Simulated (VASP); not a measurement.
Input of a VASP 6.6.1 run:

INCAR

```
  ALGO = Normal
  EDIFF = 1E-6
  ENCUT = 520
  GGA = CA
  ISIF = 2
  ISMEAR = -1
  ISPIN = 2
  LASPH = T
  LCHARG = T
  LELF = T
  LORBIT = 11
  LREAL = Auto
  LVHAR = T
  LWAVE = F
  MAGMOM = 0 0 0 0 0 0 0 0 0 0 0 0 0 0 0 0 0
  NBANDS = 53
  NELM = 150
  PREC = Accurate
  SIGMA = 0.05
```

Contents of KPOINTS:

```
k-points
0
Gamma
  2 2 2
```

Contents of POSCAR:

```
Si16O
1.0
    0.0000000000      5.4300000000      5.4300000000
    5.4300000000      0.0000000000      5.4300000000
    5.4300000000      5.4300000000      0.0000000000
Si O
16 1
Direct
    0.0023774401      0.0004906998     -0.0001612339
    0.1239098527      0.1291382136      0.1244890424
   -0.0037616022      0.0013133517      0.5000146409
    0.1245023941      0.1226337017      0.6252907919
    0.0390279926      0.5040451197     -0.0523981584
    0.1277594843      0.6263572744      0.1097867403
    0.0021871087      0.4968348066      0.4852578269
    0.1522848987      0.6294742173      0.5762510129
    0.4957483425     -0.0264021179      0.0478647330
    0.6282129834      0.1225407919      0.1402881215
    0.4986148250     -0.0031776243      0.5157367403
    0.6212156538      0.0865388582      0.6766419890
    0.5012968692      0.4985005525     -0.0015486188
    0.6684844383      0.6163245856      0.0785374770
    0.5093317680      0.4569673112      0.5469776243
    0.6262354512      0.6231844383      0.6292371087
    0.6879741252      0.4398485267      0.3127205341
```

Potentials or basis: VASP PAW LDA potentials, release 64 (Si, O).

Command:

```sh
$ cat potpaw_LDA.64/Si/POTCAR potpaw_LDA.64/O/POTCAR > POTCAR
$ mpirun -np 1 vasp_std > vasp.out
```

(1) Estimate the largest force.

(2) Predict the band gap on the k mesh.

Answers

(1) 0.104 eV/Å.

(2) 0.40 eV.

Caveat: the k points lie up to 0.50 Å⁻¹ apart; semilocal functionals underestimate gaps, and a narrow one can read as zero.
